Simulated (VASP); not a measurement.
# Cu (Fm-3m) in VASP: notebook

The runs below take Cu through relaxation of cell and atoms, with PBEsol.

Program: VASP 6.6.1. These are calculated values, not measurements. Logs are shortened: lines on timing, memory, paths and dates and some standing lists are left out, and cuts for length are marked.

## 1. The cell of the first run

It takes space group Fm-3m (No. 225, cubic). Conventional cell: a = 3.564 Å, b = 3.564 Å, c = 3.564 Å, α = 90.00°, β = 90.00°, γ = 90.00°. Within 3.3 Å of Cu (site symmetry m-3m) lie 12 Cu at 2.52 Å.

## 2. Relaxation of cell and atoms, PBEsol

INCAR reads:

```
PREC     = Accurate       # precision mode
ENCUT    = 600            # plane-wave cutoff, eV
EDIFF    = 1E-6           # SCF threshold, eV
ISMEAR   = -1             # smearing method
SIGMA    = 0.15           # smearing width, eV
LREAL    = F              # projectors in reciprocal space
LASPH    = T              # aspherical terms in the spheres
NELM     = 60             # most SCF steps
ALGO     = Normal         # electronic algorithm
ISIF     = 3              # what is computed and relaxed
LWAVE    = F              # write WAVECAR
LCHARG   = F              # write CHGCAR
GGA      = PS             # functional
IBRION   = 2              # ionic algorithm
NSW      = 80             # ionic steps
EDIFFG   = -0.001         # ionic threshold
```

KPOINTS reads:

```
regular mesh
0
Gamma
  16 16 16
```

POSCAR reads:

```
Cu
1.0
    0.0000000000      1.7820435896      1.7820435896
    1.7820435896      0.0000000000      1.7820435896
    1.7820435896      1.7820435896      0.0000000000
Cu
1
Direct
    0.0000000000      0.0000000000      0.0000000000
```

Potentials or basis: VASP PAW PBE potentials, release 64 (Cu).

Command:

```sh
cat potpaw_PBE.64/Cu/POTCAR > POTCAR
mpirun -np 1 vasp_std > vasp.out
```

OUTCAR:

```text
PREC = Accurate
   ENCUT = 600
   EDIFF = 1E-6
   ISMEAR = -1
   LREAL = F
   LASPH = T
   NELM = 60
   ISIF = 3
   GGA = PS
   IBRION = 2
   NSW = 80
   EDIFFG = -0.001

 ion  position               nearest neighbor table
   1  0.000  0.000  0.000-

  LATTYP: Found a face centered cubic cell.
 ALAT       =     3.5640871792

  Lattice vectors:

 A1 = (   0.0000000000,   1.7820435896,   1.7820435896)
 A2 = (   1.7820435896,   0.0000000000,   1.7820435896)
 A3 = (   1.7820435896,   1.7820435896,   0.0000000000)

Analysis of symmetry for initial positions (statically):
=====================================================================
 Subroutine PRICEL returns:
 Original cell was already a primitive cell.

 Routine SETGRP: Setting up the symmetry group for a
 face centered cubic supercell.

 Subroutine GETGRP returns: Found 48 space group operations
 (whereof 48 operations were pure point group operations)
 out of a pool of 48 trial point group operations.

The static configuration has the point symmetry O_h .

Analysis of symmetry for dynamics (positions and initial velocities):
=====================================================================
 Subroutine PRICEL returns:
 Original cell was already a primitive cell.

 Routine SETGRP: Setting up the symmetry group for a
 face centered cubic supercell.

 Subroutine GETGRP returns: Found 48 space group operations
 (whereof 48 operations were pure point group operations)
 out of a pool of 48 trial point group operations.

The dynamic configuration has the point symmetry O_h .

 Subroutine INISYM returns: Found 48 space group operations
 (whereof 48 operations are pure point group operations),
 and found     1 'primitive' translations

----------------------------------------------------------------------------------------

                                     Primitive cell

  volume of cell :      11.3184

  direct lattice vectors                    reciprocal lattice vectors
     0.000000000  1.782043590  1.782043590    -0.280576751  0.280576751  0.280576751
     1.782043590  0.000000000  1.782043590     0.280576751 -0.280576751  0.280576751
     1.782043590  1.782043590  0.000000000     0.280576751  0.280576751 -0.280576751

  length of vectors
     2.520190213  2.520190213  2.520190213     0.485973188  0.485973188  0.485973188

[... 100 lines left out ...]
  Fermi-wavevector in a.u.,A,eV,Ry     =   1.621601  3.064382 35.777752  2.629591
  Thomas-Fermi vector in A             =   2.715351
   LORBIT       =      0    0 simple, 1 ext, 2 COOP (PROOUT), +10 PAW based schemes
   GGA     = PS    functional components
   LHFCALC =     F    Hartree Fock is set to
   AEXX    =    0.0000 exact exchange contribution
   IVDW    =     0    specifies the selected vdW correction
   LEPSILON=     F    determine dielectric tensor
   LRPA    =     F    only Hartree local field effects (RPA)
 conjugate gradient relaxation of ions
 non-spin polarized calculation
  energy-cutoff  :      600.00
  volume of cell :       11.32
 maximum number of plane-waves:       391
   NGX =  9   NGY =  9   NGZ =  9

--------------------------------------- Ionic step        1  -------------------------------------------

 number of electron      11.0000013 magnetization

 Free energy of the ion-electron system (eV)
  ---------------------------------------------------
  ext. energy  EPLUGINS =         0.00000000
  ---------------------------------------------------
  free energy    TOTEN  =        -4.31970582 eV

  energy without entropy =       -4.29744804  energy(sigma->0) =       -4.30857693

------------------------ aborting loop because EDIFF is reached ----------------------------------------

  FORCE on cell =-STRESS in cart. coord.  units (eV):
  Direction    XX          YY          ZZ          XY          YZ          ZX
  --------------------------------------------------------------------------------------
  -------------------------------------------------------------------------------------
  Total        0.0615965      0.0615965      0.0615965     -0.0000000      0.0000000      0.0000000
  in kB        8.7192948      8.7192948      8.7192948     -0.0000000      0.0000000      0.0000000
  external PRESSURE =       8.7192948 kB  Pullay stress =       0.0000000 kB
[... 86 lines left out ...]
  FREE ENERGIE OF THE ION-ELECTRON SYSTEM (eV)
  ---------------------------------------------------
  free  energy   TOTEN  =        -4.3198457000 eV

  energy  without entropy=       -4.2975560952  energy(sigma->0) =       -4.30870090

[... ionic steps 4 to 7 ...]

--------------------------------------- Ionic step        8  -------------------------------------------

 number of electron      11.0000013 magnetization

------------------------ aborting loop because EDIFF is reached ----------------------------------------
[... 65 lines left out ...]
--------------------------------------- Ionic step       10  -------------------------------------------

 number of electron      11.0000013 magnetization

 Free energy of the ion-electron system (eV)
  ---------------------------------------------------
  ext. energy  EPLUGINS =         0.00000000
  ---------------------------------------------------
  free energy    TOTEN  =        -4.31984586 eV

  energy without entropy =       -4.29755146  energy(sigma->0) =       -4.30869866

 E-fermi :   7.8675     XC(G=0): -13.1295

 val. band max:        7.8197798996   @ k =   0.5000   0.1875   0.0625
 cond. band min:       7.8921475025   @ k =   0.5000   0.3125   0.1250
 fundamental gap:      0.0723676029
 Fermi energy:         7.8674636822

 k-point     1 :       0.0000    0.0000    0.0000
  band No.  band energies     occupation
      1      -1.8058      2.00000
      2       4.7266      2.00000
      3       4.7266      2.00000
      4       4.7266      2.00000
      5       5.6084      2.00000
      6       5.6084      2.00000
      7      30.7584      0.00000
      8      33.6665      0.00000
      9      33.6665      0.00000
[... 265 lines left out ...]
 k-point    24 :      -0.0625    0.0625    0.0000
  band No.  band energies     occupation
      1      -1.4180      2.00000
      2       4.6349      2.00000
      3       4.7964      2.00000
      4       4.8105      2.00000
      5       5.5409      2.00000
      6       5.6223      2.00000
      7      28.8726      0.00000
      8      30.0835      0.00000
      9      32.6520      0.00000

 [... further k-points ...]
[... 5 lines left out ...]
  --------------------------------------------------------------------------------------
  -------------------------------------------------------------------------------------
  Total        0.0007432      0.0007432      0.0007432     -0.0000000      0.0000000     -0.0000000
  in kB        0.1046828      0.1046828      0.1046828     -0.0000000      0.0000000     -0.0000000
  external PRESSURE =       0.1046828 kB  Pullay stress =       0.0000000 kB
[... 16 lines left out ...]
  FREE ENERGIE OF THE ION-ELECTRON SYSTEM (eV)
  ---------------------------------------------------
  free  energy   TOTEN  =        -4.3198458584 eV

  energy  without entropy=       -4.2975514577  energy(sigma->0) =       -4.30869866

 reached required accuracy - stopping structural energy minimisation
```

OSZICAR:

```text
N       E                     dE             d eps       ncg     rms          rms(c)
DAV:   1     0.371721468986E+02    0.37172E+02   -0.62242E+03  2690   0.230E+03
DAV:   2    -0.495642898292E+01   -0.42129E+02   -0.40079E+02  2624   0.205E+02
DAV:   3    -0.542208732343E+01   -0.46566E+00   -0.46402E+00  3205   0.306E+01
[... 53 lines left out ...]
DAV:   1    -0.431984586382E+01    0.23465E-07   -0.54433E-08  1318   0.587E-03    0.604E-04
DAV:   2    -0.431984586328E+01    0.54365E-09   -0.10514E-07  1314   0.805E-03
   9 F= -.43198459E+01 E0= -.43086989E+01  d E =0.691998E-07
       N       E                     dE             d eps       ncg     rms          rms(c)
DAV:   1    -0.431984585997E+01    0.38506E-08   -0.13731E-08  1314   0.278E-03    0.309E-05
DAV:   2    -0.431984585843E+01    0.15430E-08   -0.92358E-10  1312   0.454E-04
  10 F= -.43198459E+01 E0= -.43086987E+01  d E =0.484988E-08
```

Run time: 1.9 min. Hardware: 1 thread of AMD EPYC 7R13, shared host; peak memory 0.11 GiB.

What came out:

| Quantity | Value |
| --- | --- |
| Free energy | -4.3198 eV |
| Relaxed volume | 11.37 Å³/atom |
| Relaxed cell | a = 2.524 Å, b = 2.524 Å, c = 2.524 Å, α = 60.00°, β = 60.00°, γ = 60.00° |
| Space group after relaxing (to 0.05 Å) | Fm-3m (No. 225) |
| Energy gained by relaxing | 0.1 meV/atom |
| Ionic steps | 10 |
| Pressure after relaxing | 0.0 GPa |

Step by step:
```csv
step,energy change (eV),largest force (eV/Å),pressure (GPa),volume (Å³)
1,0.0000,0.0000,0.87,11.32
2,0.0000,0.0000,-0.50,11.42
3,-0.0001,0.0000,0.03,11.37
4,-0.0001,0.0000,0.03,11.37
5,-0.0001,0.0000,-0.26,11.40
6,-0.0001,0.0000,-0.02,11.38
7,-0.0001,0.0000,0.03,11.37
8,-0.0001,0.0000,-0.10,11.37
9,-0.0001,0.0000,0.07,11.37
10,-0.0001,0.0000,0.01,11.37
```

Final structure:
```
Cu
1.0
     0.00000    1.78496    1.78496
     1.78496    0.00000    1.78496
     1.78496    1.78496    0.00000
Cu
1
Direct
  0.00000 0.00000 0.00000
```

Levels at points of the mesh, in eV from the Fermi level:
```tsv
k point	band 4	band 5	band 6	band 7	band 8	band 9
(0.00, 0.00, 0.00)	-3.14	-2.26	-2.26	22.89	25.80	25.80
(0.50, 0.00, 0.00)	-1.66	-1.66	-1.14	3.94	21.37	22.61
(0.50, 0.50, 0.00)	-1.51	-1.51	1.43	7.37	13.33	13.33
```

Caveat: the PAW data sets were made with another functional, which shifts forces and pressure a little. Zero-point motion and thermal expansion aren't in these numbers.

## 3. Relaxation of cell and atoms, PBEsol

This run uses another cell than the first one, of 12.16 Å³/atom, 1.074 times its volume.

INCAR reads:

```
PREC = Accurate ; ENCUT = 700
EDIFF = 1E-7 ; ISMEAR = 0
SIGMA = 0.1 ; LREAL = F
LASPH = T ; NELM = 120
ALGO = Normal ; ISIF = 3
LWAVE = F ; LCHARG = F
GGA = PS ; IBRION = 2
NSW = 100 ; EDIFFG = -0.05
GGA_COMPAT = F ; NELMIN = 4
```

KPOINTS reads:

```
regular mesh
0
Gamma
  10 10 10
```

POSCAR reads:

```
Cu
1.0
    0.0000000000      1.8250000000      1.8250000000
    1.8250000000      0.0000000000      1.8250000000
    1.8250000000      1.8250000000      0.0000000000
Cu
1
Direct
    0.0000000000      0.0000000000      0.0000000000
```

Potentials or basis: VASP PAW PBE potentials, release 64 (Cu_sv_GW).

Command:

```sh
cat potpaw_PBE.64/Cu_sv_GW/POTCAR > POTCAR
mpirun -np 1 vasp_std > vasp.out
```

Wall time 32 s (1 thread of Intel Xeon Platinum 8488C (Sapphire Rapids), shared host); peak memory 0.16 GiB.

Results (log left out):

```yaml
Free_energy: -4.3994 eV
Relaxed_volume: 11.10 Å³/atom
Relaxed_cell: a = 2.504 Å, b = 2.504 Å, c = 2.504 Å, α = 60.00°, β = 60.00°, γ = 60.00°
Space_group_after_relaxing_to_0.05_Å: Fm-3m (No. 225)
Energy_gained_by_relaxing: 52.9 meV/atom
Ionic_steps: 3
Pressure_after_relaxing: -0.2 GPa
```

Step by step:
```tsv
step	energy change (eV)	largest force (eV/Å)	pressure (GPa)	volume (Å³)
1	0.0000	0.0000	-14.47	12.16
2	-0.0163	0.0000	16.56	10.33
3	-0.0529	0.0000	-0.18	11.10
```

Final structure:
```xyz
1
Lattice="0.0000 1.7703 1.7703 1.7703 0.0000 1.7703 1.7703 1.7703 0.0000" Properties=species:S:1:pos:R:3 pbc="T T T"
Cu    0.0000    0.0000    0.0000
```

Levels at points of the mesh, in eV from the Fermi level:
```tsv
k point	band 6	band 7	band 8	band 9	band 10	band 11	band 12	band 13
(0.00, 0.00, 0.00)	-3.09	-3.09	-3.09	-2.16	-2.16	23.20	26.28	26.28
(0.50, 0.00, 0.00)	-3.12	-3.12	-1.52	-1.52	-1.16	4.18	21.66	23.08
(0.50, 0.50, 0.00)	-4.65	-1.54	-1.37	-1.37	1.48	7.65	13.60	13.60
```

Caveat: the PAW data sets were made with another functional, which shifts forces and pressure a little.
